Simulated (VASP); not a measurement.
A run of VASP 6.6.1 is set up as follows.

INCAR

```
SYSTEM = Ag
ALGO     = Normal         ! electronic algorithm
EDIFF    = 1E-6           ! SCF threshold, eV
ENCUT    = 500            ! plane-wave cutoff, eV
GGA      = PS             ! functional
GGA_COMPAT= .FALSE.      
ISIF     = 2              ! what is computed and relaxed
ISMEAR   = 0              ! smearing method
LASPH    = .TRUE.         ! aspherical terms in the spheres
LCHARG   = .FALSE.        ! write CHGCAR
LREAL    = .FALSE.        ! projectors in reciprocal space
LWAVE    = .FALSE.        ! write WAVECAR
NBANDS   = 12             ! bands
NELM     = 120            ! most SCF steps
PREC     = Accurate       ! precision mode
SIGMA    = 0.1            ! smearing width, eV
```

KPOINTS

```
k-points
0
G
  6 6 6
  0 0 0
```

The input POSCAR:

```
Ag
1.0
    2.6910564444      0.0000000000      0.0000000000
    0.0000000000      2.6910564444      0.0000000000
    0.0000000000      0.0000000000      2.6910564444
Ag
1
Direct
    0.0000000000      0.0000000000      0.0000000000
```

Potentials or basis: VASP PAW PBE potentials, release 64 (Ag).

Command:

```console
$ cat potpaw_PBE.64/Ag/POTCAR > POTCAR
$ mpirun -np 1 vasp_std > vasp.out
```

Task: What does it give for the pressure?

Result: -0.4 GPa.

Caveat: the k points lie up to 0.39 Å⁻¹ apart; the PAW data sets were made with another functional, which shifts forces and pressure a little.
